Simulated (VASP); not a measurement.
Here is a VASP 6.6.1 calculation.

Contents of INCAR:

```
SYSTEM = Rh
PREC = Accurate ; ENCUT = 600
EDIFF = 1E-6 ; ISMEAR = 0
SIGMA = 0.1 ; LREAL = .FALSE.
LASPH = .TRUE. ; NELM = 100
ALGO = Normal ; ISIF = 3
LWAVE = .FALSE. ; LCHARG = .FALSE.
GGA = PE ; IBRION = 2
NSW = 100 ; EDIFFG = -0.002
```

File KPOINTS:

```
Automatic mesh
0
G
  18 18 10
  0 0 0
```

Contents of POSCAR:

```
Rh
1.0
    2.6923490378      0.0000000000      0.0000000000
   -1.3461745189      2.3316426626      0.0000000000
    0.0000000000      0.0000000000      4.3966059788
Rh
2
Direct
    0.3333333333      0.6666666667      0.2500000000
    0.6666666667      0.3333333333      0.7500000000
```

Potentials or basis: VASP PAW PBE potentials, release 64 (Rh_pv).

Launch:

```sh
$ cat potpaw_PBE.64/Rh_pv/POTCAR > POTCAR
$ mpirun -np 1 vasp_std > vasp.out
```

What does it give for the space group after relaxing (to 0.1 Å)?

P6_3/mmc (No. 194).

What does it give for the relaxed cell?

a = 2.724 Å, b = 2.724 Å, c = 4.385 Å, α = 90.00°, β = 90.00°, γ = 120.00°.

What does it give for the band gap on the k mesh?

Zero (bands 15 and 16 overlap by 2.32 eV).

Predict the relaxed volume.

14.09 Å³/atom.

The path:
```tsv
step	energy change (eV)	largest force (eV/Å)	pressure (GPa)	volume (Å³)
1	0.0000	0.0000	5.59	27.60
2	0.0360	0.0000	-10.88	29.57
3	-0.0117	0.0000	-0.46	28.23
4	-0.0117	0.0000	-0.33	28.22
5	-0.0131	0.0000	0.02	28.18
6	-0.0131	0.0000	0.03	28.18
7	-0.0131	0.0000	-0.07	28.19
8	-0.0131	0.0000	0.02	28.18
```
